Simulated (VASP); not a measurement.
# Cu (I4/mmm) in VASP: a series of runs

The runs below take Cu through single point, with PBEsol.

Everything below comes from runs of VASP 6.6.1. Logs are shortened: lines on timing, memory, paths and dates and some standing lists are left out, and cuts for length are marked.

**1. The cell of the first run**

Symmetry: I4/mmm, No. 139, tetragonal system. The conventional cell has a = 2.457 Å, b = 2.457 Å, c = 3.742 Å, α = 90.00°, β = 90.00°, γ = 90.00°. Within 3.2 Å of Cu (site symmetry 4/mmm) lie 12 Cu at 2.46 to 2.55 Å.

**2. Single point, PBEsol (strain -0.025 along x and y, +0.050 along z)**

Contents of INCAR:

```
SYSTEM = Cu
PREC     = Accurate       ! precision mode
ENCUT    = 520            ! plane-wave cutoff, eV
EDIFF    = 1E-6           ! SCF threshold, eV
ISMEAR   = 0              ! smearing method
SIGMA    = 0.15           ! smearing width, eV
LREAL    = .FALSE.        ! projectors in reciprocal space
LASPH    = .TRUE.         ! aspherical terms in the spheres
NELM     = 60             ! most SCF steps
ALGO     = Fast           ! electronic algorithm
ISIF     = 2              ! what is computed and relaxed
LWAVE    = .FALSE.        ! write WAVECAR
LCHARG   = .FALSE.        ! write CHGCAR
GGA      = PS             ! functional
NBANDS   = 12             ! bands
```

Contents of KPOINTS:

```
regular mesh
0
G
  28 28 28
  0 0 0
```

Contents of POSCAR:

```
Cu
1.0
    0.0000000000      1.7371438586      1.8707703092
    1.7371438586      0.0000000000      1.8707703092
    1.7371438586      1.7371438586      0.0000000000
Cu
1
Direct
    0.0000000000      0.0000000000      0.0000000000
```

Potentials or basis: VASP PAW PBE potentials, release 64 (Cu).

The run is started by

```sh
cat potpaw_PBE.64/Cu/POTCAR > POTCAR
mpirun -np 1 vasp_std > vasp.out
```

OUTCAR:

```text
SYSTEM = Cu
   PREC = Accurate
   ENCUT = 520
   EDIFF = 1E-6
   ISMEAR = 0
   LREAL = .FALSE.
   LASPH = .TRUE.
   NELM = 60
   ISIF = 2
   GGA = PS

 ion  position               nearest neighbor table
   1  0.000  0.000  0.000-

  LATTYP: Found a body centered tetragonal cell.
 ALAT       =     2.4566924046
 C/A-ratio  =     1.5229992210

  Lattice vectors:

 A1 = (  -1.7371438586,   0.0000000000,   1.8707703092)
 A2 = (   1.7371438586,   0.0000000000,   1.8707703092)
 A3 = (   0.0000000000,   1.7371438586,  -1.8707703092)

Analysis of symmetry for initial positions (statically):
=====================================================================
 Subroutine PRICEL returns:
 Original cell was already a primitive cell.

 Routine SETGRP: Setting up the symmetry group for a
 body centered tetragonal supercell.

 Subroutine GETGRP returns: Found 16 space group operations
 (whereof 16 operations were pure point group operations)
 out of a pool of 16 trial point group operations.

The static configuration has the point symmetry D_4h.

Analysis of symmetry for dynamics (positions and initial velocities):
=====================================================================
 Subroutine PRICEL returns:
 Original cell was already a primitive cell.

 Routine SETGRP: Setting up the symmetry group for a
 body centered tetragonal supercell.

 Subroutine GETGRP returns: Found 16 space group operations
 (whereof 16 operations were pure point group operations)
 out of a pool of 16 trial point group operations.

The dynamic configuration has the point symmetry D_4h.

 Subroutine INISYM returns: Found 16 space group operations
 (whereof 16 operations are pure point group operations),
 and found     1 'primitive' translations

----------------------------------------------------------------------------------------

                                     Primitive cell

  volume of cell :      11.2907

  direct lattice vectors                    reciprocal lattice vectors
     0.000000000  1.737143859  1.870770309    -0.287828781  0.287828781  0.267269583
     1.737143859  0.000000000  1.870770309     0.287828781 -0.287828781  0.267269583
     1.737143859  1.737143859  0.000000000     0.287828781  0.287828781 -0.267269583

  length of vectors
     2.552929755  2.552929755  2.456692405     0.486953637  0.486953637  0.486953637

  position of ions in fractional coordinates (direct lattice)
     0.000000000  0.000000000  0.000000000

  ion indices of the primitive-cell ions
   primitive index   ion index
                 1           1

----------------------------------------------------------------------------------------

 KPOINTS: regular mesh

Automatic generation of k-mesh.
 Grid dimensions read from file:
 generate k-points for:   28   28   28

 Generating k-lattice:

  Cartesian coordinates                     Fractional coordinates (reciprocal lattice)
    -0.010279599  0.010279599  0.009545342     0.035714286  0.000000000  0.000000000
     0.010279599 -0.010279599  0.009545342     0.000000000  0.035714286  0.000000000
     0.010279599  0.010279599 -0.009545342     0.000000000  0.000000000  0.035714286

  Length of vectors
     0.017391201  0.017391201  0.017391201

  Shift w.r.t. Gamma in fractional coordinates (k-lattice)
     0.000000000  0.000000000  0.000000000

 Subroutine IBZKPT returns following result:
 ===========================================

 Found   1639 irreducible k-points:

 Following reciprocal coordinates:
            Coordinates               Weight
  0.000000  0.000000  0.000000      1.000000
  0.035714  0.000000  0.000000      8.000000
  0.071429  0.000000  0.000000      8.000000
  0.107143  0.000000  0.000000      8.000000
  0.142857  0.000000  0.000000      8.000000
  0.178571  0.000000  0.000000      8.000000
[... 16 lines left out ...]
  0.285714  0.035714  0.000000      8.000000
  0.321429  0.035714  0.000000      8.000000
 [... further k-points ...]
   k-points           NKPTS =   1639   k-points in BZ     NKDIM =   1639   number of bands    NBANDS=     12
   number of dos      NEDOS =    301   number of ions     NIONS =      1
   total plane-waves  NPLWV =   7200
   dimension x,y,z NGX =    20 NGY =   20 NGZ =   18
   dimension x,y,z NGXF=    40 NGYF=   40 NGZF=   36
   ions per type =               1
   NGX,Y,Z   is equivalent  to a cutoff of  13.02, 13.02, 12.18 a.u.
   NGXF,Y,Z  is equivalent  to a cutoff of  26.05, 26.05, 24.36 a.u.
 SYSTEM =  Cu
   PREC   = accura    normal or accurate (medium, high low for compatibility)
   ISTART =      0    job   : 0-new  1-cont  2-samecut
   ICHARG =      2    charge: 1-file 2-atom 10-const
   ISPIN  =      1    spin polarized calculation?
   LNONCOLLINEAR =      F non collinear calculations
   LSORBIT =      F    spin-orbit coupling
   LASPH  =      T    aspherical Exc in radial PAW
   ENCUT  =  520.0 eV  38.22 Ry    6.18 a.u.   4.75  4.75  4.57*2*pi/ulx,y,z
   NELM   =     60;   NELMIN=  2; NELMDL= -5     # of ELM steps
   EDIFF  = 0.1E-05   stopping-criterion for ELM
   LREAL  =      F    real-space projection
   EDIFFG = 0.1E-04   stopping-criterion for IOM
   NSW    =      0    number of steps for IOM
   IBRION =     -1    ionic relax: 0-MD 1-quasi-New 2-CG
   NFREE  =      0    steps in history (QN), initial steepest desc. (CG)
   ISIF   =      2    stress and relaxation
   ISYM   =      2    0-nonsym 1-usesym 2-fastsym
   POTIM  = 0.5000    time-step for ionic-motion
   TEBEG  =    0.0;   TEEND  =   0.0 temperature during run
   PSTRESS=    0.0 pullay stress
   NELECT =      11.0000    total number of electrons
   NUPDOWN=      -1.0000    fix difference up-down
   EMIN   =  10.00;   EMAX   =-10.00  energy-range for DOS
   EFERMI =   0.00;   METHOD = LEGACY
   ISMEAR =     0;   SIGMA  =   0.15  broadening in eV -4-tet -1-fermi 0-gaus
   EFERMI_NEDOS =   21; number of points for ismear=-14 and -15
   IALGO  =     68    algorithm
   IMIX   =      4    mixing-type and parameters
     AMIX     =   0.40;   BMIX     =  1.00
     AMIX_MAG =   1.60;   BMIX_MAG =  1.00
  volume/ion in A,a.u.               =      11.29        76.19
  Fermi-wavevector in a.u.,A,eV,Ry     =   1.622925  3.066883 35.836177  2.633885
  Thomas-Fermi vector in A             =   2.716459
   LORBIT       =      0    0 simple, 1 ext, 2 COOP (PROOUT), +10 PAW based schemes
   GGA     = PS    functional components
   LHFCALC =     F    Hartree Fock is set to
   AEXX    =    0.0000 exact exchange contribution
   IVDW    =     0    specifies the selected vdW correction
   LEPSILON=     F    determine dielectric tensor
   LRPA    =     F    only Hartree local field effects (RPA)
 non-spin polarized calculation
 RMM-DIIS sequential band-by-band and
 Gauss-broadening in eV      SIGMA  =   0.15
  energy-cutoff  :      520.00
  volume of cell :       11.29
 maximum number of plane-waves:       334
   NGX =  9   NGY =  9   NGZ =  9

 number of electron      10.9999999 magnetization

 Free energy of the ion-electron system (eV)
  ---------------------------------------------------
  ext. energy  EPLUGINS =         0.00000000
  ---------------------------------------------------
  free energy    TOTEN  =        -4.30017827 eV

  energy without entropy =       -4.29685491  energy(sigma->0) =       -4.29851659

 E-fermi :   7.9866     XC(G=0): -13.1723

 val. band max:        7.9842302331   @ k =  -0.3214   0.1786   0.1071
 cond. band min:       7.9988194033   @ k =  -0.1071   0.3571   0.2857
 fundamental gap:      0.0145891702
 Fermi energy:         7.9865958128

 k-point     1 :       0.0000    0.0000    0.0000
  band No.  band energies     occupation
      1      -1.7674      2.00000
      2       4.5375      2.00000
      3       4.9451      2.00000
      4       4.9451      2.00000
      5       5.4714      2.00000
      6       5.8779      2.00000
      7      31.0191      0.00000
      8      33.6793      0.00000
      9      34.0503      0.00000
     10      34.0504      0.00000
     11      36.4033      0.00000
     12      36.4033      0.00000

 k-point     2 :       0.0357    0.0000    0.0000
  band No.  band energies     occupation
      1      -1.7192      2.00000
      2       4.5426      2.00000
      3       4.9385      2.00000
      4       4.9543      2.00000
      5       5.4697      2.00000
      6       5.8719      2.00000
      7      30.8103      0.00000
      8      33.0505      0.00000
      9      33.6547      0.00000
     10      33.8952      0.00000
     11      36.6333      0.00000
     12      36.7481      0.00000

 k-point     3 :       0.0714    0.0000    0.0000
  band No.  band energies     occupation
      1      -1.5751      2.00000
      2       4.5551      2.00000
      3       4.9210      2.00000
      4       4.9811      2.00000
      5       5.4668      2.00000
      6       5.8553      2.00000
      7      29.8737      0.00000
      8      32.1507      0.00000
      9      33.2154      0.00000
     10      33.5490      0.00000
     11      37.2013      0.00000
     12      37.2113      0.00000
[... 286 lines left out ...]
 k-point    23 :       0.2857    0.0357    0.0000
  band No.  band energies     occupation
      1       0.7978      2.00000
      2       4.4866      2.00000
      3       4.7718      2.00000
      4       5.1556      2.00000
      5       5.7622      2.00000
      6       5.9343      2.00000
      7      19.7865      0.00000
      8      30.0152      0.00000
      9      30.8240      0.00000
     10      31.6907      0.00000
     11      33.7810      0.00000
     12      39.1958      0.00000

 k-point    24 :       0.3214    0.0357    0.0000
  band No.  band energies     occupation
      1       1.3546      2.00000
      2       4.5897      2.00000
      3       4.7141      2.00000
      4       5.1270      2.00000
      5       5.9053      2.00000
      6       6.0013      2.00000
      7      18.0957      0.00000
      8      29.4618      0.00000
      9      30.7473      0.00000
     10      31.3840      0.00000
     11      33.5468      0.00000
     12      38.3675      0.00000

 [... further k-points ...]

------------------------ aborting loop because EDIFF is reached ----------------------------------------

  FORCE on cell =-STRESS in cart. coord.  units (eV):
  Direction    XX          YY          ZZ          XY          YZ          ZX
  --------------------------------------------------------------------------------------
  -------------------------------------------------------------------------------------
  Total        0.2395076      0.2395076     -0.2014407      0.0000000      0.0000000      0.0000000
  in kB       33.9866138     33.9866138    -28.5848362      0.0000000      0.0000000      0.0000000
  external PRESSURE =      13.1294638 kB  Pullay stress =       0.0000000 kB

 VOLUME and BASIS-vectors are now :
 -----------------------------------------------------------------------------
  energy-cutoff  :      520.00
  volume of cell :       11.29
      direct lattice vectors                 reciprocal lattice vectors
     0.000000000  1.737143859  1.870770309    -0.287828781  0.287828781  0.267269583
     1.737143859  0.000000000  1.870770309     0.287828781 -0.287828781  0.267269583
     1.737143859  1.737143859  0.000000000     0.287828781  0.287828781 -0.267269583

 POSITION                                       TOTAL-FORCE (eV/Angst)
 -----------------------------------------------------------------------------------
      0.00000      0.00000      0.00000         0.000000      0.000000     -0.000000
 -----------------------------------------------------------------------------------
    total drift:                                0.000000     -0.000000      0.000000

  FREE ENERGIE OF THE ION-ELECTRON SYSTEM (eV)
  ---------------------------------------------------
  free  energy   TOTEN  =        -4.3001782750 eV

  energy  without entropy=       -4.2968549106  energy(sigma->0) =       -4.29851659
```

Run time: 1.9 min. Hardware: 1 thread of Intel Xeon Platinum 8488C (Sapphire Rapids), shared host; peak memory 0.32 GiB.

Results:

| Quantity | Value |
| --- | --- |
| Free energy | -4.3002 eV |
| Pressure | 1.3 GPa |

Caveat: the cell differs from its parent crystal (strain -0.025 along x and y, +0.050 along z); the PAW data sets were made with another functional, which shifts forces and pressure a little.

**3. Single point, PBEsol (strain +0.000 along x and y, +0.025 along z)**

Contents of INCAR:

```
SYSTEM = Cu
ALGO = Fast
EDIFF = 1E-7
ENCUT = 520
GGA = PS
ISIF = 2
ISMEAR = 0
LASPH = .TRUE.
LCHARG = .TRUE.
LELF = .TRUE.
LREAL = .FALSE.
LVHAR = .TRUE.
LWAVE = .FALSE.
NBANDS = 12
NELM = 100
PREC = Accurate
SIGMA = 0.15
```

Contents of KPOINTS:

```
k-points
0
G
  28 28 28
  0 0 0
```

Contents of POSCAR:

```
Cu
1.0
    0.0000000000      1.7816860088      1.8262281590
    1.7816860088      0.0000000000      1.8262281590
    1.7816860088      1.7816860088      0.0000000000
Cu
1
Direct
    0.0000000000      0.0000000000      0.0000000000
```

Potentials or basis: VASP PAW PBE potentials, release 64 (Cu).

The run is started by

```sh
cat potpaw_PBE.64/Cu/POTCAR > POTCAR
mpirun -np 1 vasp_std > vasp.out
```

Run time: 2.4 min. Hardware: 1 thread of Intel Xeon Platinum 8488C (Sapphire Rapids), shared host; peak memory 0.33 GiB.

The run converged. Its results:

```
Free energy : -4.3074 eV
Pressure    : -3.1 GPa
```

Stress tensor (GPa, compression positive):
```
-2.50  0.00  0.00
 0.00 -2.50  0.00
 0.00  0.00 -4.19
```

Levels at points of the mesh, in eV from the Fermi level:
| k point | band 3 | band 4 | band 5 | band 6 | band 7 | band 8 | band 9 | band 10 |
| --- | --- | --- | --- | --- | --- | --- | --- | --- |
| (0.00, 0.00, 0.00) | -3.05 | -3.05 | -2.30 | -2.18 | 22.73 | 25.42 | 25.52 | 25.52 |
| (0.50, 0.00, 0.00) | -3.06 | -1.68 | -1.63 | -1.10 | 3.82 | 20.94 | 22.16 | 22.71 |
| (0.50, 0.50, 0.00) | -1.66 | -1.52 | -1.52 | 1.08 | 6.78 | 13.56 | 13.56 | 18.06 |
| (0.50, 0.00, 0.50) | -1.67 | -1.55 | -1.46 | 1.61 | 7.44 | 12.95 | 13.00 | 17.57 |

Caveat: the cell differs from its parent crystal (strain +0.000 along x and y, +0.025 along z); the PAW data sets were made with another functional, which shifts forces and pressure a little.

[end of part 1 of 2]
